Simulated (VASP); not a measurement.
# AlN (P6_3mc) in VASP: a series of runs

Runs on AlN. Level: PBEsol. Tasks: electric field gradients.

Everything below comes from runs of VASP 6.6.1. Logs are shortened: lines on timing, memory, paths and dates and some standing lists are left out, and cuts for length are marked.

## (1) The cell of the first run

The structure is hexagonal, space group P6_3mc (No. 186). The conventional cell has a = 3.047 Å, b = 3.047 Å, c = 4.876 Å, α = 90.00°, β = 90.00°, γ = 120.00°. Al (site symmetry 3m) has 4 N at 1.85 to 1.88 Å within 2.5 Å. N (site symmetry 3m) has 4 Al at 1.85 to 1.88 Å within 2.5 Å.

## (2) Electric field gradients, PBEsol (9.81 Å³/atom)

File INCAR:

```
  PREC = Accurate
  ENCUT = 520
  EDIFF = 1E-8
  ISMEAR = -1
  SIGMA = 0.02
  LREAL = F
  LASPH = T
  NELM = 80
  ALGO = Normal
  ISIF = 2
  LWAVE = F
  LCHARG = F
  GGA = PS
  LEFG = T
  NBANDS = 16
```

File KPOINTS:

```
regular mesh
0
Gamma
  11 11 6
```

File POSCAR:

```
AlN
1.0
    3.0474944919      0.0000000000      0.0000000000
   -1.5237472460      2.6392076479      0.0000000000
    0.0000000000      0.0000000000      4.8763796492
Al N
2 2
Direct
    0.3333333333      0.6666666667      0.0000000000
    0.6666666667      0.3333333333      0.5000000000
    0.3333333333      0.6666666667      0.3850000000
    0.6666666667      0.3333333333      0.8850000000
```

Potentials or basis: VASP PAW PBE potentials, release 64 (Al, N).

Run with:

```sh
$ cat potpaw_PBE.64/Al/POTCAR potpaw_PBE.64/N/POTCAR > POTCAR
$ mpirun -np 1 vasp_std > vasp.out
```

OUTCAR:

```text
PREC = Accurate
   ENCUT = 520
   EDIFF = 1E-8
   ISMEAR = -1
   LREAL = F
   LASPH = T
   NELM = 80
   ISIF = 2
   GGA = PS

 ion  position               nearest neighbor table
   1  0.333  0.667  0.000-   4 1.85   4 1.85   4 1.85   3 1.88   2 3.01   2 3.01   2 3.01   2 3.01
                             2 3.01   2 3.01
   2  0.667  0.333  0.500-   3 1.85   3 1.85   3 1.85   4 1.88   1 3.01   1 3.01   1 3.01   1 3.01
                             1 3.01   1 3.01
   3  0.333  0.667  0.385-   2 1.85   2 1.85   2 1.85   1 1.88
   4  0.667  0.333  0.885-   1 1.85   1 1.85   1 1.85   2 1.88

  LATTYP: Found a hexagonal cell.
 ALAT       =     3.0474944919
 C/A-ratio  =     1.6001274694

  Lattice vectors:

 A1 = (   3.0474944919,   0.0000000000,   0.0000000000)
 A2 = (  -1.5237472460,   2.6392076479,   0.0000000000)
 A3 = (   0.0000000000,   0.0000000000,   4.8763796492)

Analysis of symmetry for initial positions (statically):
=====================================================================
 Subroutine PRICEL returns:
 Original cell was already a primitive cell.

 Routine SETGRP: Setting up the symmetry group for a
 hexagonal supercell.

 Subroutine GETGRP returns: Found 12 space group operations
 (whereof  6 operations were pure point group operations)
 out of a pool of 24 trial point group operations.

The static configuration has the point symmetry C_3v.
 The point group associated with its full space group is C_6v.

Analysis of symmetry for dynamics (positions and initial velocities):
=====================================================================
 Subroutine PRICEL returns:
 Original cell was already a primitive cell.

 Routine SETGRP: Setting up the symmetry group for a
 hexagonal supercell.

 Subroutine GETGRP returns: Found 12 space group operations
 (whereof  6 operations were pure point group operations)
 out of a pool of 24 trial point group operations.

The dynamic configuration has the point symmetry C_3v.
 The point group associated with its full space group is C_6v.

 Subroutine INISYM returns: Found 12 space group operations
 (whereof  6 operations are pure point group operations),
 and found     1 'primitive' translations

----------------------------------------------------------------------------------------

                                     Primitive cell

  volume of cell :      39.2206

  direct lattice vectors                    reciprocal lattice vectors
     3.047494492  0.000000000  0.000000000     0.328138411  0.189450800  0.000000000
    -1.523747246  2.639207648  0.000000000     0.000000000  0.378901600  0.000000000
     0.000000000  0.000000000  4.876379649     0.000000000  0.000000000  0.205070169

  length of vectors
     3.047494492  3.047494492  4.876379649     0.378901600  0.378901600  0.205070169

  position of ions in fractional coordinates (direct lattice)
     0.333333333  0.666666667  0.000000000
     0.666666667  0.333333333  0.500000000
     0.333333333  0.666666667  0.385000000
     0.666666667  0.333333333  0.885000000

  ion indices of the primitive-cell ions
   primitive index   ion index
                 1           1
                 2           2
                 3           3
                 4           4

----------------------------------------------------------------------------------------

 KPOINTS: regular mesh

Automatic generation of k-mesh.
 Grid dimensions read from file:
 generate k-points for:   11   11    6

 Generating k-lattice:

  Cartesian coordinates                     Fractional coordinates (reciprocal lattice)
     0.029830765  0.017222800  0.000000000     0.090909091 -0.000000000  0.000000000
     0.000000000  0.034445600  0.000000000     0.000000000  0.090909091  0.000000000
     0.000000000  0.000000000  0.034178362     0.000000000  0.000000000  0.166666667

[... 40 lines left out ...]
   total plane-waves  NPLWV =  20736
   dimension x,y,z NGX =    24 NGY =   24 NGZ =   36
   dimension x,y,z NGXF=    48 NGYF=   48 NGZF=   72
   ions per type =               2   2
   NGX,Y,Z   is equivalent  to a cutoff of  13.09, 13.09, 12.27 a.u.
   NGXF,Y,Z  is equivalent  to a cutoff of  26.18, 26.18, 24.55 a.u.
 SYSTEM =  unknown system
   PREC   = accura    normal or accurate (medium, high low for compatibility)
   ISTART =      0    job   : 0-new  1-cont  2-samecut
   ICHARG =      2    charge: 1-file 2-atom 10-const
   ISPIN  =      1    spin polarized calculation?
   LNONCOLLINEAR =      F non collinear calculations
   LSORBIT =      F    spin-orbit coupling
   LASPH  =      T    aspherical Exc in radial PAW
   ENCUT  =  520.0 eV  38.22 Ry    6.18 a.u.   5.67  5.67  9.07*2*pi/ulx,y,z
   NELM   =     80;   NELMIN=  2; NELMDL= -5     # of ELM steps
   EDIFF  = 0.1E-07   stopping-criterion for ELM
   LREAL  =      F    real-space projection
   EDIFFG = 0.1E-06   stopping-criterion for IOM
   NSW    =      0    number of steps for IOM
   IBRION =     -1    ionic relax: 0-MD 1-quasi-New 2-CG
   NFREE  =      0    steps in history (QN), initial steepest desc. (CG)
   ISIF   =      2    stress and relaxation
   ISYM   =      2    0-nonsym 1-usesym 2-fastsym
   POTIM  = 0.5000    time-step for ionic-motion
   TEBEG  =    0.0;   TEEND  =   0.0 temperature during run
   PSTRESS=    0.0 pullay stress
   NELECT =      16.0000    total number of electrons
   NUPDOWN=      -1.0000    fix difference up-down
   EMIN   =  10.00;   EMAX   =-10.00  energy-range for DOS
   EFERMI =   0.00;   METHOD = LEGACY
   ISMEAR =    -1;   SIGMA  =   0.02  broadening in eV -4-tet -1-fermi 0-gaus
   EFERMI_NEDOS =   21; number of points for ismear=-14 and -15
   IALGO  =     38    algorithm
   IMIX   =      4    mixing-type and parameters
     AMIX     =   0.40;   BMIX     =  1.00
     AMIX_MAG =   1.60;   BMIX_MAG =  1.00
  volume/ion in A,a.u.               =       9.81        66.17
  Fermi-wavevector in a.u.,A,eV,Ry     =   1.214163  2.294434 20.057581  1.474191
  Thomas-Fermi vector in A             =   2.349591
   LORBIT       =      0    0 simple, 1 ext, 2 COOP (PROOUT), +10 PAW based schemes
   GGA     = PS    functional components
   LHFCALC =     F    Hartree Fock is set to
   AEXX    =    0.0000 exact exchange contribution
   IVDW    =     0    specifies the selected vdW correction
   LEPSILON=     F    determine dielectric tensor
   LRPA    =     F    only Hartree local field effects (RPA)
 non-spin polarized calculation
  energy-cutoff  :      520.00
  volume of cell :       39.22
 maximum number of plane-waves:      1087
 NGX is ok and might be reduce to    24
   NGX = 11   NGY = 11   NGZ = 19

 number of electron      15.9999998 magnetization

 Free energy of the ion-electron system (eV)
  ---------------------------------------------------
  ext. energy  EPLUGINS =         0.00000000
  ---------------------------------------------------
  free energy    TOTEN  =       -31.19338630 eV

  energy without entropy =      -31.19338630  energy(sigma->0) =      -31.19338630

 E-fermi :   7.1818     XC(G=0): -11.3852

 val. band max:        6.7395088632   @ k =   0.0000   0.0000   0.0000
 cond. band min:      11.3819304443   @ k =   0.0000   0.0000   0.0000
 fundamental gap:      4.6424215811
 Fermi energy:         7.1818039745

 k-point     1 :       0.0000    0.0000    0.0000
  band No.  band energies     occupation
      1      -8.8736      2.00000
      2      -6.4853      2.00000
      3       0.3525      2.00000
      4       5.7601      2.00000
      5       5.7601      2.00000
      6       6.4296      2.00000
[... 433 lines left out ...]
      3       1.4640      2.00000
      4       3.5118      2.00000
      5       3.9407      2.00000
      6       5.0912      2.00000
[... 8 lines left out ...]
     15      19.6599      0.00000
     16      20.6181      0.00000

 [... further k-points ...]
[... 5 lines left out ...]
  --------------------------------------------------------------------------------------
  -------------------------------------------------------------------------------------
  Total        3.9440198      3.9440198      3.0098645     -0.0000000      0.0000000      0.0000000
  in kB      161.1148853    161.1148853    122.9542449     -0.0000000      0.0000000      0.0000000
  external PRESSURE =     148.3946718 kB  Pullay stress =       0.0000000 kB

 VOLUME and BASIS-vectors are now :
 -----------------------------------------------------------------------------
  energy-cutoff  :      520.00
  volume of cell :       39.22
      direct lattice vectors                 reciprocal lattice vectors
     3.047494492  0.000000000  0.000000000     0.328138411  0.189450800  0.000000000
    -1.523747246  2.639207648  0.000000000     0.000000000  0.378901600  0.000000000
     0.000000000  0.000000000  4.876379649     0.000000000  0.000000000  0.205070169

 POSITION                                       TOTAL-FORCE (eV/Angst)
 -----------------------------------------------------------------------------------
     -0.00000      1.75947      0.00000         0.000000      0.000000      0.181510
      1.52375      0.87974      2.43819        -0.000000     -0.000000      0.181510
     -0.00000      1.75947      1.87741         0.000000      0.000000     -0.181510
      1.52375      0.87974      4.31560        -0.000000     -0.000000     -0.181510
 -----------------------------------------------------------------------------------
    total drift:                               -0.000000      0.000000      0.000038

  FREE ENERGIE OF THE ION-ELECTRON SYSTEM (eV)
  ---------------------------------------------------
  free  energy   TOTEN  =       -31.1933863015 eV

  energy  without entropy=      -31.1933863015  energy(sigma->0) =      -31.19338630

 Electric field gradients (V/A^2)
---------------------------------------------------------------------
 ion       V_xx      V_yy      V_zz      V_xy      V_xz      V_yz
---------------------------------------------------------------------
   1      -4.614    -4.614     9.229    -0.000    -0.000     0.000
   2      -4.614    -4.614     9.229    -0.000     0.000    -0.000
   3      -0.596    -0.596     1.192     0.001     0.000    -0.000
   4      -0.596    -0.596     1.192     0.001    -0.000     0.000
---------------------------------------------------------------------

 Electric field gradients after diagonalization (V/A^2)
 (convention: |V_zz| > |V_xx| > |V_yy|)
----------------------------------------------------------------------
 ion       V_xx      V_yy      V_zz     asymmetry (V_yy - V_xx)/ V_zz
----------------------------------------------------------------------
   1      -4.614    -4.614     9.229       0.000
   2      -4.614    -4.614     9.229       0.000
   3      -0.597    -0.595     1.192       0.001
   4      -0.597    -0.595     1.192       0.001
----------------------------------------------------------------------

           NMR quadrupolar parameters

 Cq : quadrupolar parameter    Cq=e*Q*V_zz/h
 eta: asymmetry parameters     (V_yy - V_xx)/ V_zz
 Q  : nuclear electric quadrupole moment in mb (millibarn)
----------------------------------------------------------------------
 ion       Cq(MHz)       eta       Q (mb)
----------------------------------------------------------------------
   1       0.022       0.000       1.000
   2       0.022       0.000       1.000
   3       0.003       0.001       1.000
   4       0.003       0.001       1.000
----------------------------------------------------------------------
```

It took 42 s on 1 thread of Intel Xeon 8259CL, shared host; peak memory 0.17 GiB.

What came out:

```
Free energy                             : -31.1934 eV
Pressure                                : 14.8 GPa
Largest force                           : 0.182 eV/Å
Band gap on the k mesh                  : 4.64 eV
Largest electric field gradient by atom : Al +9.2; N +1.2 V/Å²
```

Forces on the atoms (eV/Å):
```
Al   0.000  0.000  0.182
Al   0.000  0.000  0.182
N    0.000  0.000 -0.182
N    0.000  0.000 -0.182
```

Stress tensor (GPa, compression positive):
```
16.11  0.00  0.00
 0.00 16.11  0.00
 0.00  0.00 12.30
```

Electric field gradients, principal values (V/Å²):
```csv
atom,least,middle,greatest (by size)
1 Al,-4.614,-4.614,9.229
2 Al,-4.614,-4.614,9.229
3 N,-0.595,-0.597,1.192
4 N,-0.595,-0.597,1.192
```

Caveat: the cell stands under pressure; without QUAD_EFG the Cq values of the log hold for a quadrupole moment of 1 mb, not for the nuclei; the PAW data sets were made with another functional, which shifts forces and pressure a little; an odd mesh through Γ misses points on the zone boundary, where band edges can lie.

[end of part 1 of 2]
